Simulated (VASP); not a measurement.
# B6P8C (a cell with a defect): single point with PBEsol

The system is B6P8C (a cell with a defect).

```
B P C
1.0
     9.04038    0.00000    0.00000
     0.00000    4.52019    0.00000
     0.00000    0.00000    4.52019
B P C
6 8 1
Direct
  0.99090 0.01598 0.01464
  0.25029 0.52616 0.97807
  0.74705 0.48115 0.02389
  0.25188 0.99836 0.47733
  0.75842 0.98214 0.51818
  0.99715 0.52207 0.53024
  0.12921 0.25782 0.26655
  0.61168 0.22694 0.26758
  0.38574 0.75251 0.23634
  0.89044 0.77924 0.24729
  0.36696 0.28046 0.75634
  0.85593 0.23197 0.80487
  0.13651 0.74477 0.73142
  0.63723 0.75835 0.73622
  0.50118 0.48554 0.50589
```

```json
{
  "Program": "VASP 6.6.1",
  "Task": "single point",
  "Functional": "PBEsol",
  "Potentials or basis": "VASP PAW PBE potentials, release 64 (B, P, C)",
  "Cutoff": "520 eV",
  "k mesh": "2 × 2 × 2, shifted",
  "Occupations": "fermi-dirac, width 0.05 eV",
  "Spin": "no spin polarisation"
}
```

The pressure is -0.7 GPa. The largest force is 4.861 eV/Å and the band gap on the k mesh is 0.50 eV.

Forces on the atoms (eV/Å):
```
B    3.970  0.343 -1.211
B    0.514 -0.876  2.803
B   -1.669  2.440  0.919
B    1.433  0.208  1.064
B   -0.124  1.616 -1.670
B   -0.253 -1.924 -1.143
P   -1.572  0.848 -1.530
P    1.164  0.550 -0.052
P   -0.182  0.479  0.498
P   -2.490 -3.636  2.052
P    1.221 -2.091 -1.594
P    2.301  1.026 -3.608
P   -2.292  2.999  1.217
P   -1.720 -2.758  2.247
C   -0.299  0.776  0.007
```

Stress tensor (GPa, compression positive):
```
 2.12 -3.55 -1.53
-3.55 -2.54 -1.58
-1.53 -1.58 -1.64
```

Levels at points of the mesh, in eV from the valence-band top:
```
           k point  band 29  band 30  band 31  band 32  band 33  band 34
(0.25, 0.25, 0.25)    -1.18    -0.76     0.00     0.58     1.75     2.18
```

Wall time 40 s on 1 thread of AMD EPYC 9R14 (Zen 4), on a shared host, peak memory 0.24 GiB.

Caveat: the k points lie up to 0.70 Å⁻¹ apart; the PAW data sets were made with another functional, which shifts forces and pressure a little.
